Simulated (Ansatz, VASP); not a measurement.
One calculation of Se, two programs

Contents of INCAR:

```
SYSTEM = Se
PREC = Accurate ; ENCUT = 600
EDIFF = 1E-7 ; ISMEAR = 0
SIGMA = 0.1 ; LREAL = .FALSE.
LASPH = .TRUE. ; NELM = 80
ALGO = Normal ; ISIF = 3
LWAVE = .FALSE. ; LCHARG = .FALSE.
GGA = PE ; IBRION = 2
NSW = 90 ; EDIFFG = -0.04
```

Contents of KPOINTS:

```
regular mesh
0
G
  4 4 4
  0 0 0
```

Contents of POSCAR:

```
Se
1.0
    2.5394014253     -4.3038144891      0.0000000000
    2.5394014253      4.3038144891      0.0000000000
    0.0000000000      0.0000000000      5.0855585242
Se
4
Direct
    0.1525000000      0.8475000000      0.0785000000
    0.6525000000      0.3475000000      0.4215000000
    0.8475000000      0.1525000000      0.9215000000
    0.3475000000      0.6525000000      0.5785000000
```

Input for Ansatz:

```yaml
crystal:
  lattice:
    - [2.5394014253, -4.3038144891, 0.0]
    - [2.5394014253, 4.3038144891, 0.0]
    - [0.0, 0.0, 5.0855585242]
  atoms:
    - { symbol: Se, position: [0.1525, 0.8475, 0.0785] }
    - { symbol: Se, position: [0.6525, 0.3475, 0.4215] }
    - { symbol: Se, position: [0.8475, 0.1525, 0.9215] }
    - { symbol: Se, position: [0.3475, 0.6525, 0.5785] }
basis:
  ecutwfc: 420
kpoints:
  mp_grid: { grid: [4, 4, 4] }
hamiltonian:
  xc: pbe
scf:
  occupations: { method: gaussian, width: 0.1 }
  lower_state_search: "off"
output:
  forces: true
  stress: true
  eigenvalues: true
relax:
  adjacent_minimum: "off"
  f_tol: 0.04
  max_steps: 70
  cell: { stress_tol: 0.4 }
```

Alike in both runs: task relaxation of cell and atoms; functional PBE; k mesh 4 × 4 × 4; occupations gaussian, width 0.1 eV; no spin polarisation.

|  | VASP | Ansatz |
| --- | --- | --- |
| version | VASP 6.6.1 | Ansatz 0.2.0 |
| potentials or method | VASP PAW PBE potentials, release 64 (Se), cutoff 600 eV | scalar-relativistic, plane waves, PAW |
| valence electrons in the cell | 24 | 64 |

```csv
,VASP,Ansatz,Ansatz less VASP
"gap on the k mesh at the Fermi level, each at its own relaxed structure (eV)",none,none,-
relaxed volume (Å³/atom),28.13,26.44,-1.693
relaxed cell length with the largest relative difference (Å),4.223,5.403,+1.1806
```

A gap of «none» marks a metal or a gap that the smearing closes. One of these differences is far larger than is usual between the two programs; its cause wasn't traced. VASP's potentials hold 24 valence electrons a cell and Ansatz's 64, so a difference there can come from the potentials and not from the codes.
